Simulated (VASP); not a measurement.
# BeC (R-3m) in VASP: single point with HSE06

Aim: the single point of BeC with HSE06.

Everything below comes from runs of VASP 6.6.1. Logs are shortened: lines on timing, memory, paths and dates and some standing lists are left out, and cuts for length are marked.

## 1. The cell of the first run

The structure is trigonal, space group R-3m (No. 166). The conventional cell has a = 2.340 Å, b = 2.340 Å, c = 11.521 Å, α = 90.00°, β = 90.00°, γ = 120.00°. Be (site symmetry -3m) has 6 Be at 2.34 Å and 6 C at 2.35 Å within 3.1 Å. C (site symmetry -3m) has 6 C at 2.34 Å and 6 Be at 2.35 Å within 3.1 Å.

## 2. Single point, HSE06

The input, POSCAR:

```
BeC
1.0
    1.1700339400      0.6755194100      3.8403490800
   -1.1700339400      0.6755194100      3.8403490800
    0.0000000000     -1.3510388300      3.8403490800
Be C
1 1
Direct
    0.0000000000      0.0000000000      0.0000000000
    0.5000000000      0.5000000000      0.5000000000
```

The input, INCAR.step1:

```
SYSTEM = BeC
PREC     = Accurate       ! precision mode
ENCUT    = 520            ! plane-wave cutoff, eV
EDIFF    = 1E-5           ! SCF threshold, eV
ISMEAR   = 1              ! smearing method
SIGMA    = 0.1            ! smearing width, eV
LREAL    = .False.        ! projectors in reciprocal space
LASPH    = .True.         ! aspherical terms in the spheres
NELM     = 60             ! most SCF steps
ALGO     = Normal         ! electronic algorithm
ISIF     = 2              ! what is computed and relaxed
LWAVE    = .True.         ! write WAVECAR
LCHARG   = .False.        ! write CHGCAR
GGA      = PE             ! functional
NBANDS   = 10             ! bands
```

The input, INCAR.step2:

```
SYSTEM = BeC
PREC     = Accurate       ! precision mode
ENCUT    = 520            ! plane-wave cutoff, eV
EDIFF    = 1E-6           ! SCF threshold, eV
ISMEAR   = 1              ! smearing method
SIGMA    = 0.1            ! smearing width, eV
LREAL    = .False.        ! projectors in reciprocal space
LASPH    = .True.         ! aspherical terms in the spheres
NELM     = 60             ! most SCF steps
ALGO     = Normal         ! electronic algorithm
ISIF     = 2              ! what is computed and relaxed
LWAVE    = .False.        ! write WAVECAR
LCHARG   = .False.        ! write CHGCAR
GGA      = PE             ! functional
LHFCALC  = .True.         ! exact exchange
HFSCREEN = 0.2079         ! screening, 1/A
PRECFOCK = Normal       
ISTART   = 1            
NBANDS   = 10             ! bands
```

The input, KPOINTS:

```
Automatic mesh
0
Gamma
  7 7 7
  0 0 0
```

Potentials or basis: VASP PAW PBE potentials, release 64 (Be, C).

Run with:

```sh
$ cat potpaw_PBE.64/Be/POTCAR potpaw_PBE.64/C/POTCAR > POTCAR
$ cp INCAR.step1 INCAR
$ mpirun -np 1 vasp_std > vasp.out
$ cp INCAR.step2 INCAR
$ mpirun -np 1 vasp_std > vasp.out
```

OUTCAR:

```text
SYSTEM = BeC
   PREC = Accurate
   ENCUT = 520
   EDIFF = 1E-6
   ISMEAR = 1
   LREAL = .False.
   LASPH = .True.
   NELM = 60
   ISIF = 2
   GGA = PE
   LHFCALC = .True.
   HFSCREEN = 0.2079
   PRECFOCK = Normal
   ISTART = 1

 ion  position               nearest neighbor table
   1  0.000  0.000  0.000-
   2  0.500  0.500  0.500-

  LATTYP: Found a trigonal (rhomboedric) cell.
 ALAT       =     4.0710670530
 COS(alpha) =     0.8347998616

  Lattice vectors:

 A1 = (   1.1700339400,   0.6755194100,   3.8403490800)
 A2 = (  -1.1700339400,   0.6755194100,   3.8403490800)
 A3 = (   0.0000000000,  -1.3510388300,   3.8403490800)

Analysis of symmetry for initial positions (statically):
=====================================================================
 Subroutine PRICEL returns:
 Original cell was already a primitive cell.

 Routine SETGRP: Setting up the symmetry group for a
 trigonal (rhombohedral) supercell.

 Subroutine GETGRP returns: Found 12 space group operations
 (whereof 12 operations were pure point group operations)
 out of a pool of 12 trial point group operations.

The static configuration has the point symmetry D_3d.

Analysis of symmetry for dynamics (positions and initial velocities):
=====================================================================
 Subroutine PRICEL returns:
 Original cell was already a primitive cell.

 Routine SETGRP: Setting up the symmetry group for a
 trigonal (rhombohedral) supercell.

 Subroutine GETGRP returns: Found 12 space group operations
 (whereof 12 operations were pure point group operations)
 out of a pool of 12 trial point group operations.

The dynamic configuration has the point symmetry D_3d.

 Subroutine INISYM returns: Found 12 space group operations
 (whereof 12 operations are pure point group operations),
 and found     1 'primitive' translations

----------------------------------------------------------------------------------------

                                     Primitive cell

  volume of cell :      18.2120

  direct lattice vectors                    reciprocal lattice vectors
     1.170033940  0.675519410  3.840349080     0.427338031  0.246723726  0.086797665
    -1.170033940  0.675519410  3.840349080    -0.427338031  0.246723726  0.086797665
     0.000000000 -1.351038830  3.840349080     0.000000000 -0.493447452  0.086797665

  length of vectors
     4.071067053  4.071067053  4.071067056     0.501023177  0.501023177  0.501023176

  position of ions in fractional coordinates (direct lattice)
     0.000000000  0.000000000  0.000000000
     0.500000000  0.500000000  0.500000000

  ion indices of the primitive-cell ions
   primitive index   ion index
                 1           1
                 2           2

----------------------------------------------------------------------------------------

 KPOINTS: Automatic mesh

Automatic generation of k-mesh.
 Grid dimensions read from file:
 generate k-points for:    7    7    7

 Generating k-lattice:

  Cartesian coordinates                     Fractional coordinates (reciprocal lattice)
     0.061048290  0.035246247  0.012399666     0.142857143 -0.000000000  0.000000000
    -0.061048290  0.035246247  0.012399666    -0.000000000  0.142857143  0.000000000
     0.000000000 -0.070492493  0.012399666     0.000000000  0.000000000  0.142857143

  Length of vectors
     0.071574740  0.071574740  0.071574739

  Shift w.r.t. Gamma in fractional coordinates (k-lattice)
     0.000000000  0.000000000  0.000000000

 Subroutine IBZKPT returns following result:
 ===========================================

 Found     44 irreducible k-points:

 Following reciprocal coordinates:
            Coordinates               Weight
  0.000000  0.000000  0.000000      1.000000
  0.142857  0.000000  0.000000      6.000000
  0.285714  0.000000  0.000000      6.000000
  0.428571  0.000000  0.000000      6.000000
  0.142857  0.142857  0.000000      6.000000
  0.285714  0.142857  0.000000     12.000000
[... 16 lines left out ...]
  0.285714  0.285714  0.142857      6.000000
  0.428571  0.285714  0.142857     12.000000
 [... further k-points ...]
   k-points           NKPTS =     44   k-points in BZ     NKDIM =    343   number of bands    NBANDS=     10
   number of dos      NEDOS =    301   number of ions     NIONS =      2
   total plane-waves  NPLWV =  27000
   dimension x,y,z NGX =    30 NGY =   30 NGZ =   30
   dimension x,y,z NGXF=    60 NGYF=   60 NGZF=   60
   ions per type =               1   1
   NGX,Y,Z   is equivalent  to a cutoff of  12.25, 12.25, 12.25 a.u.
   NGXF,Y,Z  is equivalent  to a cutoff of  24.50, 24.50, 24.50 a.u.
 SYSTEM =  BeC
   PREC   = accura    normal or accurate (medium, high low for compatibility)
   ISTART =      1    job   : 0-new  1-cont  2-samecut
   ICHARG =      0    charge: 1-file 2-atom 10-const
   ISPIN  =      1    spin polarized calculation?
   LNONCOLLINEAR =      F non collinear calculations
   LSORBIT =      F    spin-orbit coupling
   LASPH  =      T    aspherical Exc in radial PAW
   ENCUT  =  520.0 eV  38.22 Ry    6.18 a.u.   7.57  7.57  7.57*2*pi/ulx,y,z
   NELM   =     60;   NELMIN=  2; NELMDL=  0     # of ELM steps
   EDIFF  = 0.1E-05   stopping-criterion for ELM
   LREAL  =      F    real-space projection
   EDIFFG = 0.1E-04   stopping-criterion for IOM
   NSW    =      0    number of steps for IOM
   IBRION =     -1    ionic relax: 0-MD 1-quasi-New 2-CG
   NFREE  =      0    steps in history (QN), initial steepest desc. (CG)
   ISIF   =      2    stress and relaxation
   ISYM   =      3    0-nonsym 1-usesym 2-fastsym
   POTIM  = 0.5000    time-step for ionic-motion
   TEBEG  =    0.0;   TEEND  =   0.0 temperature during run
   PSTRESS=    0.0 pullay stress
   NELECT =       6.0000    total number of electrons
   NUPDOWN=      -1.0000    fix difference up-down
   EMIN   =  10.00;   EMAX   =-10.00  energy-range for DOS
   EFERMI =   0.00;   METHOD = LEGACY
   ISMEAR =     1;   SIGMA  =   0.10  broadening in eV -4-tet -1-fermi 0-gaus
   EFERMI_NEDOS =   21; number of points for ismear=-14 and -15
   IALGO  =     38    algorithm
   IMIX   =      1    mixing-type and parameters
     AMIX     =   0.40;   BMIX     =  1.00
     AMIX_MAG =   1.60;   BMIX_MAG =  1.00
  volume/ion in A,a.u.               =       9.11        61.45
  Fermi-wavevector in a.u.,A,eV,Ry     =   1.130679  2.136673 17.394151  1.278434
  Thomas-Fermi vector in A             =   2.267376
   LORBIT       =      0    0 simple, 1 ext, 2 COOP (PROOUT), +10 PAW based schemes
   GGA     = PE    functional components
   LHFCALC =     T    Hartree Fock is set to
   PRECFOCK=normal    Normal, Fast or Accurate (Low or Medium for compatibility)
   ENCUT4O =  -1.0   cutoff for four orbital integrals eV
   NKREDX  =     1    reduce k-point grid by
   NKREDY  =     1    reduce k-point grid by
   NKREDZ  =     1    reduce k-point grid by
   AEXX    =    0.2500 exact exchange contribution
   HFSCREEN=    0.2079 screening length (either q_TF or 0.3 A-1)
   HFSCREENC=   0.2079 screening length for correlation (either q_TF or 0.3 A-1)
   ENCUTFOCK=  -1.0 apply spherical cutoff to Coloumb kernel
   IVDW    =     0    specifies the selected vdW correction
   LEPSILON=     F    determine dielectric tensor
   LRPA    =     F    only Hartree local field effects (RPA)
 non-spin polarized calculation
 Methfessel and Paxton  Order N= 1 SIGMA  =   0.10
  energy-cutoff  :      520.00
  volume of cell :       18.21
 maximum number of plane-waves:       518
 NGX is ok and might be reduce to    30
  NGX = 24; NGY = 24; NGZ = 24

 number of electron       6.0000000 magnetization

 Free energy of the ion-electron system (eV)
  ---------------------------------------------------
  ext. energy  EPLUGINS =         0.00000000
  ---------------------------------------------------
  free energy    TOTEN  =        -9.93744409 eV

  energy without entropy =       -9.93764072  energy(sigma->0) =       -9.93750963

 E-fermi :   5.5680     XC(G=0):  -8.9469

 val. band max:        5.5435366250   @ k =   0.2857   0.2857   0.0000
 cond. band min:       5.6684450790   @ k =   0.2857   0.0000   0.0000
 fundamental gap:      0.1249084540
 Fermi energy:         5.5680480657

 k-point     1 :       0.0000    0.0000    0.0000
  band No.  band energies     occupation
      1     -11.1849      2.00000
      2      -1.0944      2.00000
      3       1.7033      2.00000
      4      12.6352      0.00000
      5      12.6352      0.00000
      6      18.2801      0.00000
      7      23.3527      0.00000
      8      23.3527      0.00000
      9      28.7961      0.00000
     10      31.4477      0.00000

 k-point     2 :       0.1429    0.0000    0.0000
  band No.  band energies     occupation
      1     -10.5070      2.00000
      2      -0.6060      2.00000
      3       2.4769      2.00000
      4      10.4765      0.00000
      5      12.0030      0.00000
      6      17.5761      0.00000
      7      20.8634      0.00000
      8      21.7180      0.00000
      9      26.9999      0.00000
     10      29.9648      0.00000

 k-point     3 :       0.2857    0.0000    0.0000
  band No.  band energies     occupation
      1      -8.4988      2.00000
      2       0.9147      2.00000
      3       4.3964      2.00000
      4       5.6684     -0.05107
      5      10.8000      0.00000
      6      14.1620      0.00000
      7      17.9715      0.00000
      8      19.3884      0.00000
      9      24.3599      0.00000
     10      28.0234      0.00000
[... 248 lines left out ...]
 k-point    23 :       0.2857    0.2857    0.1429
  band No.  band energies     occupation
      1     -10.2605      2.00000
      2      -2.8113      2.00000
      3       5.8156     -0.00258
      4      10.5125      0.00000
      5      11.9075      0.00000
      6      16.4645      0.00000
      7      19.9281      0.00000
      8      22.1068      0.00000
      9      26.5163      0.00000
     10      29.6731      0.00000

 k-point    24 :       0.4286    0.2857    0.1429
  band No.  band energies     occupation
      1      -8.8379      2.00000
      2      -2.0105      2.00000
      3       7.5659     -0.00000
      4       7.6627      0.00000
      5      10.0443      0.00000
      6      15.5983      0.00000
      7      17.5457      0.00000
      8      19.0900      0.00000
      9      26.3520      0.00000
     10      27.8206      0.00000

 [... further k-points ...]

------------------------ aborting loop because EDIFF is reached ----------------------------------------

  FORCE on cell =-STRESS in cart. coord.  units (eV):
  Direction    XX          YY          ZZ          XY          YZ          ZX
  --------------------------------------------------------------------------------------
  -------------------------------------------------------------------------------------
  Total       -1.8224684     -1.8224684     -6.3708933      0.0000000      0.0000000      0.0000000
  in kB     -160.3290962   -160.3290977   -560.4703785      0.0000000      0.0000005      0.0000000
  external PRESSURE =    -293.7095241 kB  Pullay stress =       0.0000000 kB

 VOLUME and BASIS-vectors are now :
 -----------------------------------------------------------------------------
  energy-cutoff  :      520.00
  volume of cell :       18.21
      direct lattice vectors                 reciprocal lattice vectors
     1.170033940  0.675519410  3.840349080     0.427338031  0.246723726  0.086797665
    -1.170033940  0.675519410  3.840349080    -0.427338031  0.246723726  0.086797665
     0.000000000 -1.351038830  3.840349080     0.000000000 -0.493447452  0.086797665

 POSITION                                       TOTAL-FORCE (eV/Angst)
 -----------------------------------------------------------------------------------
      0.00000      0.00000      0.00000         0.000000     -0.000000      0.000000
      0.00000     -0.00000      5.76052         0.000000      0.000000      0.000000
 -----------------------------------------------------------------------------------
    total drift:                                0.000000      0.000000     -0.000000

  FREE ENERGIE OF THE ION-ELECTRON SYSTEM (eV)
  ---------------------------------------------------
  free  energy   TOTEN  =        -9.9374440920 eV

  energy  without entropy=       -9.9376407198  energy(sigma->0) =       -9.93750963
```

Wall time 63 min (1 thread of Intel Xeon 8259CL, shared host); peak memory 0.27 GiB.

What came out:

* Free energy: -9.9374 eV
* Pressure: -29.4 GPa
* Band gap on the k mesh: zero (bands 3 and 4 overlap by 6.56 eV)

Caveat: the k points lie up to 0.45 Å⁻¹ apart, too coarse for converged energies and pressures of a metal; the PAW data sets were made with another functional, which shifts forces and pressure a little.

The gap in the log of VASP goes by the Fermi energy; the results here count the filled bands.